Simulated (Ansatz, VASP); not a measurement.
## Two plane-wave programs on BAs

File POSCAR:

```
BAs
1.0
    0.0000000000      2.3717759166      2.3717759166
    2.3717759166      0.0000000000      2.3717759166
    2.3717759166      2.3717759166      0.0000000000
B As
1 1
Direct
    0.0000000000      0.0000000000      0.0000000000
    0.2500000000      0.2500000000      0.2500000000
```

INCAR.step1

```
PREC     = Accurate       # precision mode
ENCUT    = 520            # plane-wave cutoff, eV
EDIFF    = 1E-5           # SCF threshold, eV
ISMEAR   = 0              # smearing method
SIGMA    = 0.01           # smearing width, eV
LREAL    = F              # projectors in reciprocal space
LASPH    = T              # aspherical terms in the spheres
NELM     = 100            # most SCF steps
ALGO     = Normal         # electronic algorithm
ISIF     = 2              # what is computed and relaxed
LWAVE    = T              # write WAVECAR
LCHARG   = F              # write CHGCAR
NBANDS   = 11             # bands
GGA      = PE             # functional
```

Contents of INCAR.step2:

```
PREC     = Accurate       # precision mode
ENCUT    = 520            # plane-wave cutoff, eV
EDIFF    = 1E-7           # SCF threshold, eV
ISMEAR   = 0              # smearing method
SIGMA    = 0.01           # smearing width, eV
LREAL    = F              # projectors in reciprocal space
LASPH    = T              # aspherical terms in the spheres
NELM     = 100            # most SCF steps
ALGO     = Normal         # electronic algorithm
ISIF     = 2              # what is computed and relaxed
LWAVE    = F              # write WAVECAR
LCHARG   = F              # write CHGCAR
GGA      = PE             # functional
LHFCALC  = T              # exact exchange
HFSCREEN = 0.2079         # screening, 1/A
PRECFOCK = Normal       
NBANDS   = 11             # bands
ISTART   = 1
```

The input KPOINTS:

```
regular mesh
0
Gamma
  6 6 6
```

Input for Ansatz:

```yaml
crystal:
  lattice:
    - [0.0, 2.3717759166, 2.3717759166]
    - [2.3717759166, 0.0, 2.3717759166]
    - [2.3717759166, 2.3717759166, 0.0]
  atoms:
    - { symbol: B, position: [0.0, 0.0, 0.0] }
    - { symbol: As, position: [0.25, 0.25, 0.25] }
kpoints:
  mp_grid: { grid: [6, 6, 6] }
  band_path:
    path:
      - [0.0, 0.0, 0.0]
      - [-0.5, -0.5, 0.0]
      - [-0.375, -0.375, 0.25]
      - [-0.375, 0.0, 0.375]
      - [0.0, 0.0, 0.5]
      - [-0.5, -0.25, 0.25]
      - [0.0, 0.398438, 0.398438]
    npoints: 1
hamiltonian:
  xc: hse06
scf:
  occupations: { method: fixed }
  n_extra_bands: 4
output:
  forces: true
  stress: true
  eigenvalues: true
```

Change from the starting cell: hydrostatic strain -0.8%.

Alike in both runs: task single point; functional HSE06; k mesh 6 × 6 × 6; no spin polarisation.

|  | VASP | Ansatz |
| --- | --- | --- |
| version | VASP 6.6.1 | Ansatz 0.2.0 |
| potentials or method | VASP PAW PBE potentials, release 64 (B, As) | plane waves, PAW |
| plane-wave cutoff (eV) | 520 | 420 |
| occupations | gaussian, width 0.01 eV | fixed |
| valence electrons in the cell | 8 | 18 |

|  | VASP | Ansatz | Ansatz less VASP |
| --- | --- | --- | --- |
| gap on the k mesh at the Fermi level (eV) | 1.93 | 1.92 | -0.007 |
| pressure (GPa) | 2.6 | 2.7 | +0.08 |

VASP's potentials hold 8 valence electrons a cell and Ansatz's 18, so a difference there can come from the potentials and not from the codes. Ansatz's warnings: stress exchange threshold loose, stress scf threshold loose.
